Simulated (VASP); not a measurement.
Wanted: the native input for a VASP 6.6.1 run.

| Property | Result |
| --- | --- |
| Task | relaxation of cell and atoms |
| Functional | PBEsol |
| Potentials or basis | VASP PAW PBE potentials, release 64 (W_sv, C) |
| Cutoff | 600 eV |
| k mesh | 8 × 12 × 12 |
| Occupations | gaussian, width 0.1 eV |
| Spin | no spin polarisation |
| Dipole correction | no |
| Further INCAR settings | ALGO = Normal; EDIFF = 1e-07; IBRION = 2; EDIFFG = -0.015; NSW = 80; ISIF = 3 |

The structure of W2C lies in POSCAR:

```
W2C
1.0
    0.0000000000      0.0000000000      4.6448209619
    4.5510354290      2.6275415300      0.0000000000
   -4.5510354290      2.6275415300      0.0000000000
W C
6 3
Direct
    0.2540459028      0.3333333333      0.3333333333
    0.2540459028      0.6666666667      0.0000000000
    0.2540459028      0.0000000000      0.6666666667
    0.7459540972      0.3333333333      1.0000000000
    0.7459540972      0.6666666667      0.6666666667
    0.7459540972      0.0000000000      0.3333333333
    0.0000000000      0.6666666667      0.3333333333
    0.0000000000      0.0000000000      0.0000000000
    0.0000000000      0.3333333333      0.6666666667
```

These files were run (other wordings do the same):

INCAR

```
SYSTEM = W2C
PREC = Accurate
ENCUT = 600
EDIFF = 1E-7
ISMEAR = 0
SIGMA = 0.1
LREAL = .False.
LASPH = .True.
NELM = 120
ALGO = Normal
ISIF = 3
LWAVE = .False.
LCHARG = .False.
GGA = PS
IBRION = 2
NSW = 80
EDIFFG = -0.015
GGA_COMPAT = .False.
NELMIN = 4
KPAR = 4
```

KPOINTS

```
Automatic mesh
0
Gamma
  8 12 12
  0 0 0
```

Potentials or basis: VASP PAW PBE potentials, release 64 (W_sv, C).

The run is started by

```bash
$ cat potpaw_PBE.64/W_sv/POTCAR potpaw_PBE.64/C/POTCAR > POTCAR
$ mpirun -np 4 vasp_std > vasp.out
```

Results of the run:

- Relaxed volume: 12.37 Å³/atom
- Relaxed cell: a = 4.644 Å, b = 5.260 Å, c = 5.260 Å, α = 120.00°, β = 90.00°, γ = 90.00°
- Space group after relaxing (to 0.1 Å): P-3m1 (No. 164)
- Energy gained by relaxing: 0.2 meV/atom
- Ionic steps: 4
- Pressure after relaxing: 0.1 GPa
- Largest force after relaxing: 0.015 eV/Å
- Band gap on the k mesh: zero (bands 48 and 49 overlap by 1.17 eV)

Caveat: the PAW data sets were made with another functional, which shifts forces and pressure a little; spin-orbit coupling is left out, which moves the levels of the heavy elements.

Wall time 14 min on 4 MPI ranks on Oxide Virtual Turin-like Processor (shared host), peak memory 0.78 GiB a rank.
